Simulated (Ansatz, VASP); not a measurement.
**One calculation of NaCl, two programs**

```
CELL_PARAMETERS angstrom
4.72108 0.00000 0.00000
-2.36054 4.08857 0.00000
0.00000 0.00000 5.27375
ATOMIC_POSITIONS crystal
Na 0.33333 0.66667 0.93750
Na 0.66667 0.33333 0.43750
Cl 0.33333 0.66667 0.43750
Cl 0.66667 0.33333 0.93750
```

Change from the starting cell: uniaxial_z strain -5.3%.

Alike in both runs: task single point; functional HSE06; k mesh 6 × 6 × 4; no spin polarisation.

```csv
,VASP,Ansatz
version,VASP 6.6.1,Ansatz 0.2.0
potentials or method,"VASP PAW PBE potentials, release 64 (Na_pv, Cl)","plane waves, PAW"
plane-wave cutoff (eV),400,420
occupations,"gaussian, width 0.01 eV",fixed
valence electrons in the cell,28,32
```

Ansatz gave:

```
gap on the k mesh at the Fermi level (eV)                     : 6.32
pressure (GPa)                                                : 2.1
traceless stress, the component that is largest in VASP (GPa) : 2.20
```

Task: What did VASP give for the same quantities?

Result: gap on the k mesh at the Fermi level (eV): 6.31; pressure (GPa): 2.0; traceless stress, the component that is largest in VASP (GPa): 2.22.

VASP's potentials hold 28 valence electrons a cell and Ansatz's 32, so a difference there can come from the potentials and not from the codes. Ansatz's warnings: stress exchange threshold loose, stress scf threshold loose.
